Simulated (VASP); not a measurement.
# PtSe2 (P-3m1) in VASP: further runs

The runs below take PtSe2 through relaxation of cell and atoms, with PBE+D3(BJ), PBEsol, r2SCAN, r2SCAN+D4.

All numbers are computed with VASP 6.6.1; they aren't measurements. Logs are shortened: lines on timing, memory, paths and dates and some standing lists are left out, and cuts for length are marked.

## 1. The cell of the first run

It takes space group P-3m1 (No. 164, trigonal). Conventional cell: a = 3.724 Å, b = 3.724 Å, c = 5.062 Å, α = 90.00°, β = 90.00°, γ = 120.00°. Pt (site symmetry -3m) has 6 Se at 2.49 Å within 3.3 Å. Within 3.4 Å of Se (site symmetry 3m) lie 3 Pt at 2.49 Å and 6 Se at 3.32 Å.

## 2. Relaxation of cell and atoms, PBE+D3(BJ)

Contents of INCAR:

```
SYSTEM = PtSe2
PREC     = Accurate       ! precision mode
ENCUT    = 600            ! plane-wave cutoff, eV
EDIFF    = 1E-7           ! SCF threshold, eV
ISMEAR   = -1             ! smearing method
SIGMA    = 0.1            ! smearing width, eV
LREAL    = .FALSE.        ! projectors in reciprocal space
LASPH    = .TRUE.         ! aspherical terms in the spheres
NELM     = 100            ! most SCF steps
ALGO     = Normal         ! electronic algorithm
ISIF     = 3              ! what is computed and relaxed
LWAVE    = .FALSE.        ! write WAVECAR
LCHARG   = .FALSE.        ! write CHGCAR
GGA      = PE             ! functional
IVDW     = 12             ! dispersion correction
IBRION   = 2              ! ionic algorithm
NSW      = 80             ! ionic steps
EDIFFG   = -0.05          ! ionic threshold
```

Contents of KPOINTS:

```
Automatic mesh
0
G
  6 6 4
  0 0 0
```

Contents of POSCAR:

```
PtSe2
1.0
    3.7240000000      0.0000000000      0.0000000000
   -1.8620000000      3.2250786000      0.0000000000
    0.0000000000      0.0000000000      5.0620000000
Pt Se
1 2
Direct
    0.0000000000      0.0000000000      0.0000000000
    0.3333333333      0.6666666667      0.2500000000
    0.6666666667      0.3333333333      0.7500000000
```

Potentials or basis: VASP PAW PBE potentials, release 64 (Pt, Se).

Started as:

```sh
> cat potpaw_PBE.64/Pt/POTCAR potpaw_PBE.64/Se/POTCAR > POTCAR
> mpirun -np 1 vasp_std > vasp.out
```

OUTCAR:

```text
SYSTEM = PtSe2
   PREC = Accurate
   ENCUT = 600
   EDIFF = 1E-7
   ISMEAR = -1
   LREAL = .FALSE.
   LASPH = .TRUE.
   NELM = 100
   ISIF = 3
   GGA = PE
   IVDW = 12
   IBRION = 2
   NSW = 80
   EDIFFG = -0.05
 IVDW          = 12

 ion  position               nearest neighbor table
   1  0.000  0.000  0.000-   2 2.49   3 2.49   3 2.49   2 2.49   3 2.49   2 2.49
   2  0.333  0.667  0.250-   1 2.49   1 2.49   1 2.49
   3  0.667  0.333  0.750-   1 2.49   1 2.49   1 2.49

  LATTYP: Found a hexagonal cell.
 ALAT       =     3.7240000000
 C/A-ratio  =     1.3592910849

  Lattice vectors:

 A1 = (   3.7240000000,   0.0000000000,   0.0000000000)
 A2 = (  -1.8620000000,   3.2250786000,   0.0000000000)
 A3 = (   0.0000000000,   0.0000000000,   5.0620000000)

Analysis of symmetry for initial positions (statically):
=====================================================================
 Subroutine PRICEL returns:
 Original cell was already a primitive cell.

 Routine SETGRP: Setting up the symmetry group for a
 hexagonal supercell.

 Subroutine GETGRP returns: Found 12 space group operations
 (whereof 12 operations were pure point group operations)
 out of a pool of 24 trial point group operations.

The static configuration has the point symmetry D_3d.

Analysis of symmetry for dynamics (positions and initial velocities):
=====================================================================
 Subroutine PRICEL returns:
 Original cell was already a primitive cell.

 Routine SETGRP: Setting up the symmetry group for a
 hexagonal supercell.

 Subroutine GETGRP returns: Found 12 space group operations
 (whereof 12 operations were pure point group operations)
 out of a pool of 24 trial point group operations.

The dynamic configuration has the point symmetry D_3d.

 Subroutine INISYM returns: Found 12 space group operations
 (whereof 12 operations are pure point group operations),
 and found     1 'primitive' translations

----------------------------------------------------------------------------------------

                                     Primitive cell

  volume of cell :      60.7956

  direct lattice vectors                    reciprocal lattice vectors
     3.724000000  0.000000000  0.000000000     0.268528464  0.155034981  0.000000000
    -1.862000000  3.225078600  0.000000000     0.000000000  0.310069962  0.000000000
     0.000000000  0.000000000  5.062000000     0.000000000  0.000000000  0.197550375

  length of vectors
     3.724000000  3.723999997  5.062000000     0.310069962  0.310069962  0.197550375

  position of ions in fractional coordinates (direct lattice)
     0.000000000  0.000000000  0.000000000
     0.333333333  0.666666667  0.250000000
     0.666666667  0.333333333  0.750000000

  ion indices of the primitive-cell ions
   primitive index   ion index
                 1           1
                 2           2
                 3           3

----------------------------------------------------------------------------------------

 KPOINTS: Automatic mesh

Automatic generation of k-mesh.
 Grid dimensions read from file:
 generate k-points for:    6    6    4

 Generating k-lattice:

  Cartesian coordinates                     Fractional coordinates (reciprocal lattice)
     0.044754744  0.025839164  0.000000000     0.166666667  0.000000000  0.000000000
     0.000000000  0.051678327  0.000000000     0.000000000  0.166666667  0.000000000
     0.000000000  0.000000000  0.049387594     0.000000000  0.000000000  0.250000000

  Length of vectors
     0.051678327  0.051678327  0.049387594

  Shift w.r.t. Gamma in fractional coordinates (k-lattice)
     0.000000000  0.000000000  0.000000000

 Subroutine IBZKPT returns following result:
 ===========================================

 Found     24 irreducible k-points:

 Following reciprocal coordinates:
            Coordinates               Weight
  0.000000  0.000000  0.000000      1.000000
  0.166667  0.000000  0.000000      6.000000
  0.333333 -0.000000  0.000000      6.000000
  0.500000 -0.000000  0.000000      3.000000
  0.166667  0.166667  0.000000      6.000000
  0.333333  0.166667  0.000000     12.000000
[... 16 lines left out ...]
  0.333333  0.166667  0.500000     12.000000
  0.333333  0.333333  0.500000      2.000000
   k-points           NKPTS =     24   k-points in BZ     NKDIM =     24   number of bands    NBANDS=     15
   number of dos      NEDOS =    301   number of ions     NIONS =      3
   total plane-waves  NPLWV =  36000
   dimension x,y,z NGX =    30 NGY =   30 NGZ =   40
   dimension x,y,z NGXF=    60 NGYF=   60 NGZF=   80
   ions per type =               1   2
   NGX,Y,Z   is equivalent  to a cutoff of  13.39, 13.39, 13.14 a.u.
   NGXF,Y,Z  is equivalent  to a cutoff of  26.79, 26.79, 26.27 a.u.
 SYSTEM =  PtSe2
   PREC   = accura    normal or accurate (medium, high low for compatibility)
   ISTART =      0    job   : 0-new  1-cont  2-samecut
   ICHARG =      2    charge: 1-file 2-atom 10-const
   ISPIN  =      1    spin polarized calculation?
   LNONCOLLINEAR =      F non collinear calculations
   LSORBIT =      F    spin-orbit coupling
   LASPH  =      T    aspherical Exc in radial PAW
   ENCUT  =  600.0 eV  44.10 Ry    6.64 a.u.   7.44  7.44 10.11*2*pi/ulx,y,z
   NELM   =    100;   NELMIN=  2; NELMDL= -5     # of ELM steps
   EDIFF  = 0.1E-06   stopping-criterion for ELM
   LREAL  =      F    real-space projection
   EDIFFG = -.5E-01   stopping-criterion for IOM
   NSW    =     80    number of steps for IOM
   IBRION =      2    ionic relax: 0-MD 1-quasi-New 2-CG
   NFREE  =      1    steps in history (QN), initial steepest desc. (CG)
   ISIF   =      3    stress and relaxation
   ISYM   =      2    0-nonsym 1-usesym 2-fastsym
   POTIM  = 0.5000    time-step for ionic-motion
   TEBEG  =    0.0;   TEEND  =   0.0 temperature during run
   PSTRESS=    0.0 pullay stress
   NELECT =      22.0000    total number of electrons
   NUPDOWN=      -1.0000    fix difference up-down
   EMIN   =  10.00;   EMAX   =-10.00  energy-range for DOS
   EFERMI =   0.00;   METHOD = LEGACY
   ISMEAR =    -1;   SIGMA  =   0.10  broadening in eV -4-tet -1-fermi 0-gaus
   EFERMI_NEDOS =   21; number of points for ismear=-14 and -15
   IALGO  =     38    algorithm
   IMIX   =      4    mixing-type and parameters
     AMIX     =   0.40;   BMIX     =  1.00
     AMIX_MAG =   1.60;   BMIX_MAG =  1.00
  volume/ion in A,a.u.               =      20.27       136.76
  Fermi-wavevector in a.u.,A,eV,Ry     =   1.166608  2.204570 18.517184  1.360975
  Thomas-Fermi vector in A             =   2.303119
   LORBIT       =      0    0 simple, 1 ext, 2 COOP (PROOUT), +10 PAW based schemes
   GGA     = PE    functional components
   LHFCALC =     F    Hartree Fock is set to
   AEXX    =    0.0000 exact exchange contribution
   IVDW    =    12    specifies the selected vdW correction
   LEPSILON=     F    determine dielectric tensor
   LRPA    =     F    only Hartree local field effects (RPA)
 conjugate gradient relaxation of ions
 non-spin polarized calculation
  energy-cutoff  :      600.00
  volume of cell :       60.80
 maximum number of plane-waves:      2051
 NGX is ok and might be reduce to    30
   NGX = 15   NGY = 15   NGZ = 21

--------------------------------------- Ionic step        1  -------------------------------------------

 number of electron      22.0000000 magnetization

 Free energy of the ion-electron system (eV)
  ---------------------------------------------------
  ext. energy  EPLUGINS =         0.00000000
  ---------------------------------------------------
  free energy    TOTEN  =       -14.19809021 eV

  energy without entropy =      -14.17673190  energy(sigma->0) =      -14.18741105

------------------------ aborting loop because EDIFF is reached ----------------------------------------

 Edisp (eV)   -1.43094

 E8    (eV) :    -0.6140

  FORCE on cell =-STRESS in cart. coord.  units (eV):
  Direction    XX          YY          ZZ          XY          YZ          ZX
  --------------------------------------------------------------------------------------
  -------------------------------------------------------------------------------------
  Total       1.59847     1.59847     0.78678     0.00000    -0.00000     0.00000
  in kB      42.12534    42.12534    20.73436     0.00000    -0.00000     0.00000
  external pressure =       35.00 kB  Pullay stress =        0.00 kB

 VOLUME and BASIS-vectors are now :
 -----------------------------------------------------------------------------
  energy-cutoff  :      600.00
  volume of cell :       60.80
      direct lattice vectors                 reciprocal lattice vectors
     3.724000000  0.000000000  0.000000000     0.268528464  0.155034981  0.000000000
    -1.862000000  3.225078600  0.000000000     0.000000000  0.310069962  0.000000000
     0.000000000  0.000000000  5.062000000     0.000000000  0.000000000  0.197550375
[... 83 lines left out ...]
 POSITION                                       TOTAL-FORCE (eV/Angst)
 -----------------------------------------------------------------------------------
     -1.88065      3.25738      5.08695        -0.000000      0.000000      0.000000
     -0.00000      2.17159      1.28383         0.000000     -0.000000      0.189561
      1.88065      1.08579      3.80312        -0.000000      0.000000     -0.189561
 -----------------------------------------------------------------------------------
    total drift:                                0.000000     -0.000000      0.000000

  FREE ENERGIE OF THE ION-ELECTRON SYSTEM (eV)
  ---------------------------------------------------
  free  energy   TOTEN  =       -15.6537164208 eV

  energy  without entropy=      -15.6313449279  energy(sigma->0) =      -15.64253067

[... ionic steps 4 to 10 ...]

--------------------------------------- Ionic step       11  -------------------------------------------

 number of electron      22.0000001 magnetization

------------------------ aborting loop because EDIFF is reached ----------------------------------------

 Edisp (eV)   -1.46226

 E8    (eV) :    -0.6282

  FORCE on cell =-STRESS in cart. coord.  units (eV):
  Direction    XX          YY          ZZ          XY          YZ          ZX
  --------------------------------------------------------------------------------------
  -------------------------------------------------------------------------------------
  Total      -0.06547    -0.06547    -0.25918     0.00000     0.00000     0.00000
  in kB      -1.75672    -1.75672    -6.95395     0.00000     0.00000     0.00000
  external pressure =       -3.49 kB  Pullay stress =        0.00 kB
[... 51 lines left out ...]
 POSITION                                       TOTAL-FORCE (eV/Angst)
 -----------------------------------------------------------------------------------
      0.00000      0.00000      0.00000         0.000000     -0.000000      0.000000
     -0.00000      2.17723      1.27718         0.000000      0.000000      0.032833
      1.88554      1.08862      3.53567        -0.000000     -0.000000     -0.032833
 -----------------------------------------------------------------------------------
    total drift:                                0.000000      0.000000      0.000000

  FREE ENERGIE OF THE ION-ELECTRON SYSTEM (eV)
  ---------------------------------------------------
  free  energy   TOTEN  =       -15.6797313291 eV

  energy  without entropy=      -15.6562182806  energy(sigma->0) =      -15.66797480

--------------------------------------- Ionic step       13  -------------------------------------------

 number of electron      22.0000002 magnetization

 Free energy of the ion-electron system (eV)
  ---------------------------------------------------
  ext. energy  EPLUGINS =         0.00000000
  ---------------------------------------------------
  free energy    TOTEN  =       -14.21105003 eV

  energy without entropy =      -14.18747898  energy(sigma->0) =      -14.19926450

 E-fermi :   6.6798     XC(G=0): -10.8208

 val. band max:        6.6790071939   @ k =   0.3333   0.3333   0.0000
 cond. band min:       6.8187956790   @ k =   0.1667   0.1667   0.5000
 fundamental gap:      0.1397884851
 Fermi energy:         6.6797723066

 k-point     1 :       0.0000    0.0000    0.0000
  band No.  band energies     occupation
      1      -8.9583      2.00000
      2      -5.8819      2.00000
      3      -0.4178      2.00000
      4       0.4975      2.00000
      5       0.4975      2.00000
      6       2.9290      2.00000
      7       2.9290      2.00000
      8       4.2317      2.00000
      9       5.7046      1.99988
     10       5.7046      1.99988
     11       7.4721      0.00072
     12       7.7809      0.00003
     13       7.7809      0.00003
     14      10.0810      0.00000
     15      10.8201      0.00000
[... 438 lines left out ...]
 POSITION                                       TOTAL-FORCE (eV/Angst)
 -----------------------------------------------------------------------------------
     -1.88370      3.26266      0.00000        -0.000000     -0.000000      0.000000
     -0.00000      2.17511      1.28446        -0.000000     -0.000000     -0.015097
      1.88370      1.08755      3.55166         0.000000      0.000000      0.015097
 -----------------------------------------------------------------------------------
    total drift:                               -0.000000      0.000000      0.000000

  FREE ENERGIE OF THE ION-ELECTRON SYSTEM (eV)
  ---------------------------------------------------
  free  energy   TOTEN  =       -15.6801459763 eV

  energy  without entropy=      -15.6565749300  energy(sigma->0) =      -15.66836045

 reached required accuracy - stopping structural energy minimisation
```

Wall time 4.2 min (1 thread of Intel Xeon 6975P-C (Granite Rapids), shared host); peak memory 0.22 GiB.

What came out:

- Free energy: -15.6801 eV
- Relaxed volume: 19.81 Å³/atom
- Relaxed cell: a = 3.767 Å, b = 3.767 Å, c = 4.836 Å, α = 90.00°, β = 90.00°, γ = 120.00°
- Space group after relaxing (to 0.1 Å): P-3m1 (No. 164)
- Energy gained by relaxing: 17.0 meV/atom
- Ionic steps: 13
- Pressure after relaxing: 0.1 GPa
- Largest force after relaxing: 0.015 eV/Å
- Band gap on the k mesh: zero (bands 11 and 12 overlap by 0.80 eV)
- Dispersion energy per atom: -0.490 eV

Forces in eV/Å, atoms in the order of the input:
```
Pt   0.000  0.000  0.000
Se   0.000  0.000 -0.015
Se   0.000  0.000  0.015
```

The path:
| step | energy change (eV) | largest force (eV/Å) | pressure (GPa) | volume (Å³) |
| --- | --- | --- | --- | --- |
| 1 | 0.0000 | 0.6280 | 3.50 | 60.80 |
| 2 | 0.0313 | 0.3885 | -5.91 | 64.77 |
| 3 | -0.0247 | 0.1896 | -0.63 | 62.33 |
| 4 | -0.0247 | 0.1977 | -0.55 | 62.29 |
| 5 | -0.0306 | 0.1700 | -0.47 | 61.89 |
| 6 | -0.0440 | 0.0752 | -0.13 | 60.69 |
| 7 | -0.0413 | 0.1869 | 1.11 | 58.32 |
| 8 | -0.0486 | 0.0032 | 0.32 | 59.76 |
| 9 | -0.0488 | 0.0259 | 0.42 | 59.55 |
| 10 | -0.0476 | 0.1807 | -1.38 | 59.94 |
| 11 | -0.0501 | 0.0911 | -0.35 | 59.71 |
| 12 | -0.0507 | 0.0328 | 0.34 | 59.27 |
| 13 | -0.0511 | 0.0151 | 0.08 | 59.44 |

Final structure:
```xyz
3
Lattice="3.7674 0.0000 0.0000 -1.8837 3.2627 0.0000 0.0000 0.0000 4.8361" Properties=species:S:1:pos:R:3 pbc="T T T"
Pt   -1.8837    3.2627    0.0000
Se    0.0000    2.1751    1.2845
Se    1.8837    1.0876    3.5517
```

Levels at points of the mesh, in eV from the Fermi level:
| k point | band 7 | band 8 | band 9 | band 10 | band 11 | band 12 | band 13 | band 14 | band 15 |
| --- | --- | --- | --- | --- | --- | --- | --- | --- | --- |
| (0.00, 0.00, 0.00) | -3.75 | -2.45 | -0.98 | -0.98 | 0.79 | 1.10 | 1.10 | 3.40 | 4.14 |
| (0.50, 0.00, 0.00) | -3.69 | -3.67 | -3.27 | -3.21 | -2.88 | 0.53 | 2.52 | 5.06 | 6.13 |
| (0.00, 0.00, 0.50) | -3.80 | -2.89 | -1.68 | -1.68 | -1.68 | 2.35 | 2.35 | 5.01 | 6.55 |
| (0.50, 0.00, 0.50) | -3.33 | -3.29 | -3.03 | -2.55 | -1.09 | 0.64 | 1.50 | 4.92 | 4.93 |

Caveat: spin-orbit coupling is left out, which moves the levels of the heavy elements.

[end of part 1 of 3]
